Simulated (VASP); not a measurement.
# MnAgC6N6: single point with PBE

Crystal: MnAgC6N6.

```
CELL_PARAMETERS angstrom
0.00000 5.31359 5.31359
5.31359 0.00000 5.31359
5.31359 5.31359 0.00000
ATOMIC_POSITIONS crystal
Mn 0.50000 0.50000 0.50000
Ag 0.00000 0.00000 0.00000
C 0.79172 0.20828 0.20828
C 0.20828 0.79172 0.20828
C 0.20828 0.20828 0.79172
C 0.20828 0.79172 0.79172
C 0.79172 0.20828 0.79172
C 0.79172 0.79172 0.20828
N 0.68201 0.31799 0.31799
N 0.31799 0.68201 0.31799
N 0.31799 0.31799 0.68201
N 0.31799 0.68201 0.68201
N 0.68201 0.31799 0.68201
N 0.68201 0.68201 0.31799
```

| Quantity | Value |
| --- | --- |
| Program | VASP 6.6.1 |
| Task | single point |
| Functional | PBE |
| Potentials or basis | VASP PAW PBE potentials, release 64 (Mn_pv, Ag, C, N) |
| Cutoff | 520 eV |
| k mesh | 4 × 4 × 4 |
| Occupations | gaussian, width 0.1 eV |
| Spin | collinear spin, ferromagnetic start |
| Starting moments | [4.0, 0.0, 0.0, 0.0, 0.0, 0.0, 0.0, 0.0, 0.0, 0.0, 0.0, 0.0, 0.0, 0.0] μB |
| Dipole correction | no |
| Further INCAR settings | ALGO = Normal; EDIFF = 1e-06; NBANDS = 56 |

The pressure is 0.6 GPa. The largest force is 0.377 eV/Å. The band gap on the k mesh is zero (filled and empty bands overlap), the net moment is 4.00 μB per cell and the site moments are Mn +2.00; Ag +0.64; C +0.17; N -0.03 μB. The valence electrons inside the program's atomic spheres are Mn 11.78; Ag 9.85; C 2.55; N 3.91.

Forces in eV/Å, atoms in the order of the input:
```
Mn   0.000  0.000  0.000
Ag   0.000  0.000  0.000
C   -0.377  0.000  0.000
C    0.000 -0.377  0.000
C    0.000  0.000 -0.377
C    0.377  0.000  0.000
C    0.000  0.377  0.000
C    0.000  0.000  0.377
N    0.368  0.000  0.000
N    0.000  0.368  0.000
N    0.000  0.000  0.368
N   -0.368  0.000  0.000
N    0.000 -0.368  0.000
N    0.000  0.000 -0.368
```

Levels at points of the mesh, in eV from the Fermi level:
Spin up:
```
           k point  band 38  band 39  band 40  band 41  band 42  band 43  band 44  band 45
(0.00, 0.00, 0.00)    -1.89    -1.89    -0.85    -0.85     1.84     1.84     3.77     3.77
(0.50, 0.00, 0.00)    -1.84    -1.84    -0.49    -0.49     1.62     1.62     3.67     3.92
(0.50, 0.50, 0.00)    -1.75    -1.75    -0.85    -0.66     1.56     1.85     3.76     3.81
```
Spin down:
| k point | band 33 | band 34 | band 35 | band 36 | band 37 | band 38 | band 39 | band 40 | band 41 | band 42 |
| --- | --- | --- | --- | --- | --- | --- | --- | --- | --- | --- |
| (0.00, 0.00, 0.00) | -3.64 | -3.12 | -3.12 | -3.12 | -0.04 | -0.04 | -0.04 | 0.00 | 0.00 | 2.78 |
| (0.50, 0.00, 0.00) | -3.51 | -3.26 | -3.09 | -3.09 | 0.03 | 0.05 | 0.05 | 0.27 | 0.27 | 2.59 |
| (0.50, 0.50, 0.00) | -3.13 | -3.13 | -3.12 | -2.91 | -0.04 | 0.01 | 0.12 | 0.16 | 0.16 | 2.54 |

It took 8.1 min on 1 thread of Intel(R) Xeon(R) Platinum 8488C (Sapphire Rapids), on a shared host, peak memory 0.68 GiB.

Caveat: a cell with one magnetic atom can't hold antiferromagnetic order, which such compounds often take. With open d or f shells a metallic result of PBE can be an artefact of self-interaction; +U or a hybrid may open a gap.
